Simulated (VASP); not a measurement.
Here is a VASP 6.6.1 calculation.

File INCAR:

```
SYSTEM = La
PREC     = Accurate       ! precision mode
ENCUT    = 520            ! plane-wave cutoff, eV
EDIFF    = 1E-6           ! SCF threshold, eV
ISMEAR   = -1             ! smearing method
SIGMA    = 0.1            ! smearing width, eV
LREAL    = .FALSE.        ! projectors in reciprocal space
LASPH    = .TRUE.         ! aspherical terms in the spheres
NELM     = 60             ! most SCF steps
ALGO     = Normal         ! electronic algorithm
ISIF     = 2              ! what is computed and relaxed
LWAVE    = .FALSE.        ! write WAVECAR
LCHARG   = .FALSE.        ! write CHGCAR
GGA      = B5             ! functional
ALDAX    = 1.0          
AGGAX    = 1.0          
AGGAC    = 1.0          
ALDAC    = 0.0          
NBANDS   = 24             ! bands
```

The input KPOINTS:

```
regular mesh
0
G
  7 7 10
  0 0 0
```

Contents of POSCAR:

```
La
1.0
    6.2467365413      0.0000000000      0.0000000000
   -3.1233682707      5.4098325355      0.0000000000
    0.0000000000      0.0000000000      3.8387818489
La
3
Direct
    0.0000000000      1.0000000000      0.0000000000
    0.3333333333      0.6666666667      0.5000000000
    0.6666666667      0.3333333333      0.5000000000
```

Potentials or basis: VASP PAW PBE potentials, release 64 (La).

Run with:

```sh
$ cat potpaw_PBE.64/La/POTCAR > POTCAR
$ mpirun -np 1 vasp_std > vasp.out
```

Predict the pressure.

-1.8 GPa.

Stress tensor (GPa, compression positive):
```
-1.86  0.00  0.00
 0.00 -1.86  0.00
 0.00  0.00 -1.64
```

Caveat: the PAW data sets were made with another functional, which shifts forces and pressure a little.
